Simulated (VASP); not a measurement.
# BAs (F-43m) in VASP: a series of runs, part 3 of 3

VASP 6.6.1. Earlier steps stand in the parts before.

## (5) Single point, RPBE+D4

This run uses another cell than the first one, of 14.44 Å³/atom, 1.039 times its volume.

INCAR reads:

```
PREC = Accurate
ENCUT = 520
EDIFF = 1E-6
ISMEAR = -1
SIGMA = 0.05
LREAL = F
LASPH = T
NELM = 60
ALGO = Normal
ISIF = 2
LWAVE = F
LCHARG = F
GGA = RP
IVDW = 13
NBANDS = 11
```

KPOINTS reads:

```
regular mesh
0
Gamma
  10 10 10
```

POSCAR reads:

```
BAs
1.0
    0.0000000000      2.4353452264      2.4353452264
    2.4353452264      0.0000000000      2.4353452264
    2.4353452264      2.4353452264      0.0000000000
As B
1 1
Direct
    0.7500000000      0.7500000000      0.7500000000
    0.0000000000      0.0000000000      0.0000000000
```

Potentials or basis: VASP PAW PBE potentials, release 64 (As, B).

On the command line:

```
$ cat potpaw_PBE.64/As/POTCAR potpaw_PBE.64/B/POTCAR > POTCAR
$ mpirun -np 1 vasp_std > vasp.out
```

OUTCAR:

```text
PREC = Accurate
   ENCUT = 520
   EDIFF = 1E-6
   ISMEAR = -1
   LREAL = F
   LASPH = T
   NELM = 60
   ISIF = 2
   GGA = RP
   IVDW = 13

 ion  position               nearest neighbor table
   1  0.750  0.750  0.750-   2 2.11   2 2.11   2 2.11   2 2.11
   2  0.000  0.000  0.000-   1 2.11   1 2.11   1 2.11   1 2.11

  LATTYP: Found a face centered cubic cell.
 ALAT       =     4.8706904528

  Lattice vectors:

 A1 = (   0.0000000000,   2.4353452264,   2.4353452264)
 A2 = (   2.4353452264,   0.0000000000,   2.4353452264)
 A3 = (   2.4353452264,   2.4353452264,   0.0000000000)

Analysis of symmetry for initial positions (statically):
=====================================================================
 Subroutine PRICEL returns:
 Original cell was already a primitive cell.

 Routine SETGRP: Setting up the symmetry group for a
 face centered cubic supercell.

 Subroutine GETGRP returns: Found 24 space group operations
 (whereof 24 operations were pure point group operations)
 out of a pool of 48 trial point group operations.

The static configuration has the point symmetry T_d .

Analysis of symmetry for dynamics (positions and initial velocities):
=====================================================================
 Subroutine PRICEL returns:
 Original cell was already a primitive cell.

 Routine SETGRP: Setting up the symmetry group for a
 face centered cubic supercell.

 Subroutine GETGRP returns: Found 24 space group operations
 (whereof 24 operations were pure point group operations)
 out of a pool of 48 trial point group operations.

The dynamic configuration has the point symmetry T_d .

 Subroutine INISYM returns: Found 24 space group operations
 (whereof 24 operations are pure point group operations),
 and found     1 'primitive' translations

----------------------------------------------------------------------------------------

                                     Primitive cell

[... 117 lines left out ...]
   AEXX    =    0.0000 exact exchange contribution
   IVDW    =    13    specifies the selected vdW correction
   LEPSILON=     F    determine dielectric tensor
   LRPA    =     F    only Hartree local field effects (RPA)
 non-spin polarized calculation
  energy-cutoff  :      520.00
  volume of cell :       28.89
 maximum number of plane-waves:       794
 NGX is ok and might be reduce to    28
   NGX = 13   NGY = 13   NGZ = 13

 number of electron       7.9999999 magnetization

 Free energy of the ion-electron system (eV)
  ---------------------------------------------------
  ext. energy  EPLUGINS =         0.00000000
  ---------------------------------------------------
  free energy    TOTEN  =       -10.74717776 eV

  energy without entropy =      -10.74717772  energy(sigma->0) =      -10.74717774

 E-fermi :   6.2224     XC(G=0): -10.2403

 val. band max:        5.6032883201   @ k =   0.0000   0.0000   0.0000
 cond. band min:       6.8759272238   @ k =   0.4000   0.4000   0.0000
 fundamental gap:      1.2726389037
 Fermi energy:         6.2223800433

 k-point     1 :       0.0000    0.0000    0.0000
  band No.  band energies     occupation
      1      -9.2812      2.00000
      2       5.6033      1.99999
      3       5.6033      1.99999
      4       5.6033      1.99999
      5       8.8104      0.00000
      6       8.8104      0.00000
      7       8.8104      0.00000
      8       9.5883      0.00000
      9      15.0766      0.00000
     10      18.2613      0.00000
     11      18.2613      0.00000
[... 309 lines left out ...]
 k-point    24 :       0.4000    0.3000    0.0000
  band No.  band energies     occupation
      1      -6.7897      2.00000
      2      -0.7224      2.00000
      3       1.8635      2.00000
      4       2.3196      2.00000
      5       7.3640      0.00000
      6       9.0126      0.00000
      7      14.0719      0.00000
      8      14.3259      0.00000
      9      17.2541      0.00000
     10      20.8015      0.00000
     11      21.0639      0.00000

 [... further k-points ...]

------------------------ aborting loop because EDIFF is reached ----------------------------------------

  DFT-D4 for vdW energy calculation

  Edisp (eV):   -1.47041

  FORCE on cell =-STRESS in cart. coord.  units (eV):
  Direction    XX          YY          ZZ          XY          YZ          ZX
  --------------------------------------------------------------------------------------
  -------------------------------------------------------------------------------------
  Total      -1.91255    -1.91255    -1.91255     0.00000     0.00000     0.00000
  in kB    -106.07468  -106.07468  -106.07468     0.00000     0.00000     0.00000
  external pressure =     -106.07 kB  Pullay stress =        0.00 kB

 VOLUME and BASIS-vectors are now :
 -----------------------------------------------------------------------------
  energy-cutoff  :      520.00
  volume of cell :       28.89
      direct lattice vectors                 reciprocal lattice vectors
     0.000000000  2.435345226  2.435345226    -0.205309701  0.205309701  0.205309701
     2.435345226  0.000000000  2.435345226     0.205309701 -0.205309701  0.205309701
     2.435345226  2.435345226  0.000000000     0.205309701  0.205309701 -0.205309701

 POSITION                                       TOTAL-FORCE (eV/Angst)
 -----------------------------------------------------------------------------------
      3.65302      3.65302      3.65302        -0.000000     -0.000000      0.000000
      0.00000      0.00000      0.00000         0.000000      0.000000     -0.000000
 -----------------------------------------------------------------------------------
    total drift:                                0.000000      0.000000     -0.000000

  FREE ENERGIE OF THE ION-ELECTRON SYSTEM (eV)
  ---------------------------------------------------
  free  energy   TOTEN  =       -12.2175840857 eV

  energy  without entropy=      -12.2175840496  energy(sigma->0) =      -12.21758407
```

OSZICAR:

```text
N       E                     dE             d eps       ncg     rms          rms(c)
DAV:   1     0.119126023899E+02    0.11913E+02   -0.36600E+03  1034   0.631E+02
DAV:   2    -0.105275879689E+02   -0.22440E+02   -0.21487E+02  1384   0.100E+02
DAV:   3    -0.112343348239E+02   -0.70675E+00   -0.70491E+00  1293   0.165E+01
DAV:   4    -0.112364011141E+02   -0.20663E-02   -0.20662E-02  1167   0.101E+00
DAV:   5    -0.112364045224E+02   -0.34083E-05   -0.34083E-05  1245   0.442E-02    0.462E+00
DAV:   6    -0.107853229594E+02    0.45108E+00   -0.13319E+00  1091   0.453E+00    0.230E+00
DAV:   7    -0.107478436101E+02    0.37479E-01   -0.16110E-01  1226   0.196E+00    0.966E-01
DAV:   8    -0.107462448108E+02    0.15988E-02   -0.18545E-02  1112   0.807E-01    0.935E-02
DAV:   9    -0.107468560254E+02   -0.61121E-03   -0.10463E-03  1190   0.176E-01    0.520E-02
DAV:  10    -0.107471639525E+02   -0.30793E-03   -0.44727E-04  1091   0.130E-01    0.126E-02
DAV:  11    -0.107471757403E+02   -0.11788E-04   -0.16496E-05  1277   0.266E-02    0.902E-03
DAV:  12    -0.107471777584E+02   -0.20180E-05   -0.66229E-06  1061   0.164E-02    0.368E-03
DAV:  13    -0.107471777604E+02   -0.20900E-08   -0.88691E-08   805   0.209E-03
   1 F= -.12217584E+02 E0= -.12217584E+02  d E =-.360210E-07
```

stdout:

```text
POSCAR found type information on POSCAR AsB
 POSCAR found :  2 types and       2 ions
 scaLAPACK will be used
 -----------------------------------------------------------------------------
|                                                                             |
|                                                                             |
|     You enforced a specific xc type in the INCAR file but a different       |
|     I HOPE YOU KNOW WHAT YOU ARE DOING!                                     |
|                                                                             |
 -----------------------------------------------------------------------------

 LDA part: xc-table for (Slater+PW92), standard interpolation
 POSCAR, INCAR and KPOINTS ok, starting setup
 FFT: planning ... GRIDC
 FFT: planning ... GRID_SOFT
 FFT: planning ... GRID
 WAVECAR not read
 entering main loop
```

Wall time 40 s (1 thread of AMD EPYC 7R13, shared host); peak memory 0.13 GiB.

What came out:

* Free energy: -12.2176 eV
* Pressure: -10.6 GPa
* Band gap on the k mesh: 1.27 eV, indirect (least direct gap 3.21 eV)
* Dispersion energy per atom: -0.735 eV

Levels at points of the mesh, in eV from the valence-band top:
| k point | band 1 | band 2 | band 3 | band 4 | band 5 | band 6 | band 7 | band 8 |
| --- | --- | --- | --- | --- | --- | --- | --- | --- |
| (0.00, 0.00, 0.00) | -14.88 | 0.00 | 0.00 | 0.00 | 3.21 | 3.21 | 3.21 | 3.99 |
| (0.50, 0.00, 0.00) | -12.22 | -8.38 | -1.73 | -1.73 | 2.38 | 4.72 | 4.72 | 8.85 |
| (0.50, 0.50, 0.00) | -10.97 | -8.25 | -3.85 | -3.85 | 1.52 | 1.56 | 10.88 | 10.88 |

Caveat: the PAW data sets were made with another functional, which shifts forces and pressure a little. As with any semilocal functional, this RPBE gap is likely too small.

## (6) Single point, PBE exchange alone

This run uses another cell than the first one, of 14.44 Å³/atom, 1.039 times its volume.

INCAR reads:

```
SYSTEM = BAs
AGGAC = 0.0
ALDAC = 0.0
ALGO = Normal
EDIFF = 1E-6
ENCUT = 520
GGA = PE
ISIF = 2
ISMEAR = -1
LASPH = .TRUE.
LCHARG = .FALSE.
LREAL = .FALSE.
LWAVE = .FALSE.
NBANDS = 11
NELM = 100
PREC = Accurate
SIGMA = 0.05
```

KPOINTS reads:

```
k-points
0
G
  10 10 10
  0 0 0
```

POSCAR is that of step 5.

Potentials or basis: VASP PAW PBE potentials, release 64 (As, B).

On the command line:

```
$ cat potpaw_PBE.64/As/POTCAR potpaw_PBE.64/B/POTCAR > POTCAR
$ mpirun -np 1 vasp_std > vasp.out
```

It took 36 s on 1 thread of AMD EPYC 7R13, shared host; peak memory 0.13 GiB.

Results (log left out):

| Item | Value |
| --- | --- |
| Free energy | -8.3323 eV |
| Pressure | 9.3 GPa |
| Band gap on the k mesh | 1.45 eV, indirect (least direct gap 3.28 eV) |

Levels at points of the mesh, in eV from the valence-band top:
```
           k point  band 1  band 2  band 3  band 4  band 5  band 6  band 7  band 8  band 9
(0.00, 0.00, 0.00)  -14.80    0.00    0.00    0.00    3.28    3.28    3.28    3.98    9.77
(0.50, 0.00, 0.00)  -12.18   -8.25   -1.71   -1.71    2.46    4.83    4.83    8.99   12.57
(0.50, 0.50, 0.00)  -10.97   -8.13   -3.79   -3.79    1.72    1.74   10.79   10.79   12.43
```

A k mesh can miss the band edges.

## (7) Summary

```csv
level,potentials or basis,cell,gap on the mesh (eV),pressure (GPa)
PBE exchange alone,"VASP PAW PBE potentials, release 64 (As, B)","a = 3.400 Å, angles 60.0°, 2 atoms",1.42,14.8
PBE exchange alone,"VASP PAW PBE potentials, release 64 (As, B)","a = 3.422 Å, angles 60.0°, 2 atoms",1.44,12.0
LDA,"VASP PAW LDA potentials, release 64 (As, B)","a = 3.444 Å, angles 60.0°, 2 atoms",1.17,-10.0
RPBE+D4,"VASP PAW PBE potentials, release 64 (As, B)","a = 3.444 Å, angles 60.0°, 2 atoms",1.27,-10.6
PBE exchange alone,"VASP PAW PBE potentials, release 64 (As, B)","a = 3.444 Å, angles 60.0°, 2 atoms",1.45,9.3
```

Alike in all rows: task single point; no spin polarisation; k mesh 10 × 10 × 10; cutoff (eV) 520; smearing fermi-dirac 0.05 eV.

Caveats: the PAW data sets were made with another functional, which shifts forces and pressure a little (some runs).

Absolute energies hang on the potentials; compare differences alone.
